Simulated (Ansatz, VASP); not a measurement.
# One calculation of MgAsIr3, two programs

```
Mg As Ir
1.0
     4.56181    0.00000    0.00000
     0.00000    4.56181    0.00000
     0.00000    0.00000    4.56181
Mg As Ir
1 1 3
Direct
  0.00000 0.00000 0.00000
  0.50000 0.50000 0.50000
  0.50000 0.50000 0.00000
  0.00000 0.50000 0.50000
  0.50000 0.00000 0.50000
```

Change from the starting cell: species swapped into the Ce3InC type (Pm-3m, No. 221).

Alike in both runs: functional PBE; k mesh 4 × 4 × 4; occupations gaussian, width 0.1 eV; no spin polarisation.

Ansatz relaxed the structure, and its values are those at the end. VASP's run is a single point on that final structure, the one shown.

|  | VASP | Ansatz |
| --- | --- | --- |
| version | VASP 6.6.1 | Ansatz 0.2.0 |
| potentials or method | VASP PAW PBE potentials, release 64 (Mg, As, Ir), cutoff 520 eV | scalar-relativistic, plane waves, PAW |
| valence electrons in the cell | 34 | 76 |

|  | VASP | Ansatz | Ansatz less VASP |
| --- | --- | --- | --- |
| gap on the k mesh at the Fermi level (eV) | none | none | - |
| pressure (GPa) | 0.8 | 0.0 | -0.80 |

A gap of «none» marks a metal or a gap that the smearing closes. VASP's potentials hold 34 valence electrons a cell and Ansatz's 76, so a difference there can come from the potentials and not from the codes.

Neither program's run includes spin-orbit coupling.
